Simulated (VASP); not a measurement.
# C (P6_3/mmc) in VASP: a series of runs, part 2 of 2

VASP 6.6.1.

## 4. Single point, revPBE+D4

The COD entry that gives the cell may itself be a prediction, so a difference from it is no test against experiment.

This run uses another cell than the first one, of 5.90 Å³/atom, 1.040 times its volume.

INCAR

```
ALGO = Normal
EDIFF = 1E-6
ENCUT = 520
GGA = RE
ISIF = 2
ISMEAR = -1
IVDW = 13
LASPH = True
LCHARG = False
LREAL = False
LWAVE = False
NBANDS = 26
NELM = 80
PREC = Accurate
SIGMA = 0.05
```

KPOINTS

```
k-points
0
Gamma
  12 12 4
```

POSCAR

```
C
1.0
    2.5552893324      0.0000000000      0.0000000000
   -1.2776446662      2.2129454759      0.0000000000
    0.0000000000      0.0000000000      8.3454953252
C
8
Direct
    0.6666666667      0.3333333333      0.8437500000
    0.3333333333      0.6666666667      0.3437500000
    0.6666666667      0.3333333333      0.6562500000
    0.3333333333      0.6666666667      0.1562500000
    0.0000000000      0.0000000000      0.9062500000
    0.0000000000      0.0000000000      0.4062500000
    0.0000000000      0.0000000000      0.5937500000
    0.0000000000      0.0000000000      0.0937500000
```

Potentials or basis: VASP PAW PBE potentials, release 64 (C).

Launch:

```console
$ cat potpaw_PBE.64/C/POTCAR > POTCAR
$ mpirun -np 1 vasp_std > vasp.out
```

OUTCAR:

```text
EDIFF = 1E-6
   ENCUT = 520
   GGA = RE
   ISIF = 2
   ISMEAR = -1
   IVDW = 13
   LASPH = True
   LREAL = False
   NELM = 80
   PREC = Accurate

 ion  position               nearest neighbor table
   1  0.667  0.333  0.844-   3 1.56   5 1.56   5 1.56   5 1.56
   2  0.333  0.667  0.344-   4 1.56   6 1.56   6 1.56   6 1.56
   3  0.667  0.333  0.656-   1 1.56   7 1.56   7 1.56   7 1.56
   4  0.333  0.667  0.156-   2 1.56   8 1.56   8 1.56   8 1.56
   5  0.000  0.000  0.906-   8 1.56   1 1.56   1 1.56   1 1.56
   6  0.000  0.000  0.406-   7 1.56   2 1.56   2 1.56   2 1.56
   7  0.000  0.000  0.594-   6 1.56   3 1.56   3 1.56   3 1.56
   8  0.000  0.000  0.094-   5 1.56   4 1.56   4 1.56   4 1.56

  LATTYP: Found a hexagonal cell.
 ALAT       =     2.5552893324
 C/A-ratio  =     3.2659688355

  Lattice vectors:

 A1 = (   2.5552893324,   0.0000000000,   0.0000000000)
 A2 = (  -1.2776446662,   2.2129454759,   0.0000000000)
 A3 = (   0.0000000000,   0.0000000000,   8.3454953252)

Analysis of symmetry for initial positions (statically):
=====================================================================
 Subroutine PRICEL returns:
 Original cell was already a primitive cell.

 Routine SETGRP: Setting up the symmetry group for a
 hexagonal supercell.

 Subroutine GETGRP returns: Found 24 space group operations
 (whereof 12 operations were pure point group operations)
 out of a pool of 24 trial point group operations.

The static configuration has the point symmetry D_3d.
 The point group associated with its full space group is D_6h.

Analysis of symmetry for dynamics (positions and initial velocities):
=====================================================================
 Subroutine PRICEL returns:
 Original cell was already a primitive cell.

 Routine SETGRP: Setting up the symmetry group for a
 hexagonal supercell.

 Subroutine GETGRP returns: Found 24 space group operations
 (whereof 12 operations were pure point group operations)
 out of a pool of 24 trial point group operations.

[... 138 lines left out ...]
   GGA     = RE    functional components
   LHFCALC =     F    Hartree Fock is set to
   AEXX    =    0.0000 exact exchange contribution
   IVDW    =    13    specifies the selected vdW correction
   LEPSILON=     F    determine dielectric tensor
   LRPA    =     F    only Hartree local field effects (RPA)
 non-spin polarized calculation
  energy-cutoff  :      520.00
  volume of cell :       47.19
 maximum number of plane-waves:      1288
 NGX is ok and might be reduce to    20
   NGX =  9   NGY =  9   NGZ = 31

 number of electron      31.9999995 magnetization

 Free energy of the ion-electron system (eV)
  ---------------------------------------------------
  ext. energy  EPLUGINS =         0.00000000
  ---------------------------------------------------
  free energy    TOTEN  =       -69.40229353 eV

  energy without entropy =      -69.40229353  energy(sigma->0) =      -69.40229353

 E-fermi :  10.3028     XC(G=0): -12.9889

 val. band max:        9.3937027683   @ k =   0.0000   0.0000   0.0000
 cond. band min:      13.7092320667   @ k =   0.4167   0.0000   0.0000
 fundamental gap:      4.3155292984
 Fermi energy:        10.3027789027

 k-point     1 :       0.0000    0.0000    0.0000
  band No.  band energies     occupation
      1     -11.7680      2.00000
      2     -10.1188      2.00000
      3     -10.0701      2.00000
      4      -6.1914      2.00000
      5      -3.7230      2.00000
      6       2.8193      2.00000
[... 685 lines left out ...]
     25      19.5807      0.00000
     26      21.3435      0.00000

 [... further k-points ...]

------------------------ aborting loop because EDIFF is reached ----------------------------------------

  DFT-D4 for vdW energy calculation

  Edisp (eV):   -3.85012

  FORCE on cell =-STRESS in cart. coord.  units (eV):
  Direction    XX          YY          ZZ          XY          YZ          ZX
  --------------------------------------------------------------------------------------
  -------------------------------------------------------------------------------------
  Total      -7.30813    -7.30813    -4.02706     0.00000     0.00000     0.00000
  in kB    -248.11563  -248.11563  -136.72116     0.00000     0.00000     0.00000
  external pressure =     -210.98 kB  Pullay stress =        0.00 kB

 VOLUME and BASIS-vectors are now :
 -----------------------------------------------------------------------------
  energy-cutoff  :      520.00
  volume of cell :       47.19
      direct lattice vectors                 reciprocal lattice vectors
     2.555289332  0.000000000  0.000000000     0.391345116  0.225943208  0.000000000
    -1.277644666  2.212945476  0.000000000     0.000000000  0.451886416  0.000000000
     0.000000000  0.000000000  8.345495325     0.000000000  0.000000000  0.119825123

 POSITION                                       TOTAL-FORCE (eV/Angst)
 -----------------------------------------------------------------------------------
      1.27764      0.73765      7.04151         0.000000     -0.000000      0.301071
     -0.00000      1.47530      2.86876        -0.000000      0.000000      0.301071
      1.27764      0.73765      5.47673         0.000000     -0.000000     -0.301071
     -0.00000      1.47530      1.30398        -0.000000      0.000000     -0.301071
      0.00000      0.00000      7.56311         0.000000     -0.000000      0.304885
      0.00000      0.00000      3.39036         0.000000      0.000000      0.304885
      0.00000      0.00000      4.95514         0.000000      0.000000     -0.304885
      0.00000      0.00000      0.78239         0.000000      0.000000     -0.304885
 -----------------------------------------------------------------------------------
    total drift:                               -0.000000      0.000000      0.000000

  FREE ENERGIE OF THE ION-ELECTRON SYSTEM (eV)
  ---------------------------------------------------
  free  energy   TOTEN  =       -73.2524104940 eV

  energy  without entropy=      -73.2524104939  energy(sigma->0) =      -73.25241049
```

OSZICAR:

```text
N       E                     dE             d eps       ncg     rms          rms(c)
DAV:   1     0.675771599488E+02    0.67577E+02   -0.16496E+04  2964   0.119E+03
DAV:   2    -0.662449648206E+02   -0.13382E+03   -0.12604E+03  3858   0.227E+02
DAV:   3    -0.713903815025E+02   -0.51454E+01   -0.51011E+01  4000   0.391E+01
DAV:   4    -0.714439130280E+02   -0.53532E-01   -0.53433E-01  3842   0.425E+00
DAV:   5    -0.714449134318E+02   -0.10004E-02   -0.99980E-03  3960   0.531E-01    0.108E+01
DAV:   6    -0.699038214936E+02    0.15411E+01   -0.97693E-01  3468   0.524E+00    0.649E+00
DAV:   7    -0.693965778079E+02    0.50724E+00   -0.12439E+00  3554   0.618E+00    0.124E+00
DAV:   8    -0.694018415839E+02   -0.52638E-02   -0.32537E-02  3804   0.958E-01    0.102E-01
DAV:   9    -0.694021803027E+02   -0.33872E-03   -0.78060E-04  3888   0.175E-01    0.388E-02
DAV:  10    -0.694022905139E+02   -0.11021E-03   -0.13160E-04  3610   0.789E-02    0.124E-02
DAV:  11    -0.694022930853E+02   -0.25714E-05   -0.52481E-06  3816   0.153E-02    0.287E-03
DAV:  12    -0.694022935336E+02   -0.44826E-06   -0.18201E-07  2624   0.293E-03
   1 F= -.73252410E+02 E0= -.73252410E+02  d E =-.920102E-10
```

stdout:

```text
POSCAR found type information on POSCAR C
 POSCAR found :  1 types and       8 ions
 scaLAPACK will be used
 -----------------------------------------------------------------------------
|                                                                             |
|                                                                             |
|     You enforced a specific xc type in the INCAR file but a different       |
|     I HOPE YOU KNOW WHAT YOU ARE DOING!                                     |
|                                                                             |
 -----------------------------------------------------------------------------

 LDA part: xc-table for (Slater+PW92), standard interpolation
 POSCAR, INCAR and KPOINTS ok, starting setup
 FFT: planning ... GRIDC
 FFT: planning ... GRID_SOFT
 FFT: planning ... GRID
 WAVECAR not read
 entering main loop
```

Wall time 27 s (1 thread of Intel Xeon 6975P-C (Granite Rapids), shared host); peak memory 0.18 GiB.

Results:

```
Free energy                : -73.2524 eV
Pressure                   : -21.1 GPa
Largest force              : 0.305 eV/Å
Band gap on the k mesh     : 4.32 eV, indirect (least direct gap 5.10 eV)
Dispersion energy per atom : -0.481 eV
```

Forces on the atoms (eV/Å):
```
C    0.000  0.000  0.301
C    0.000  0.000  0.301
C    0.000  0.000 -0.301
C    0.000  0.000 -0.301
C    0.000  0.000  0.305
C    0.000  0.000  0.305
C    0.000  0.000 -0.305
C    0.000  0.000 -0.305
```

Levels at points of the mesh, in eV from the valence-band top:
```tsv
k point	band 14	band 15	band 16	band 17	band 18	band 19
(0.00, 0.00, 0.00)	-0.21	0.00	0.00	5.10	5.10	5.60
(0.50, 0.00, 0.00)	-4.41	-3.57	-2.83	4.37	5.44	5.76
(0.00, 0.00, 0.50)	-0.65	-0.65	-0.65	5.86	5.86	5.86
(0.50, 0.00, 0.50)	-4.57	-3.53	-3.53	4.72	4.72	6.99
```

Caveat: the PAW data sets were made with another functional, which shifts forces and pressure a little. A k mesh can miss the band edges.

## 5. The runs side by side

```tsv
cell	gap on the mesh (eV)	pressure (GPa)	largest force (eV/Å)
a = 2.522, b = 2.522, c = 8.237 Å, angles 90.0, 90.0, 120.0°, 8 atoms	4.41	-5.4	0.33
a = 2.539, b = 2.539, c = 8.292 Å, angles 90.0, 90.0, 120.0°, 8 atoms	4.36	-13.6	0.32
a = 2.555, b = 2.555, c = 8.345 Å, angles 90.0, 90.0, 120.0°, 8 atoms	4.32	-21.1	0.30
```

Alike in all rows: task single point; level revPBE+D4; potentials or basis VASP PAW PBE potentials, release 64 (C); no spin polarisation; k mesh 12 × 12 × 4; cutoff (eV) 520; smearing fermi-dirac 0.05 eV.

Caveats: the PAW data sets were made with another functional, which shifts forces and pressure a little.

Total energies depend on the potentials used, so only differences within one code and one set of settings carry meaning.
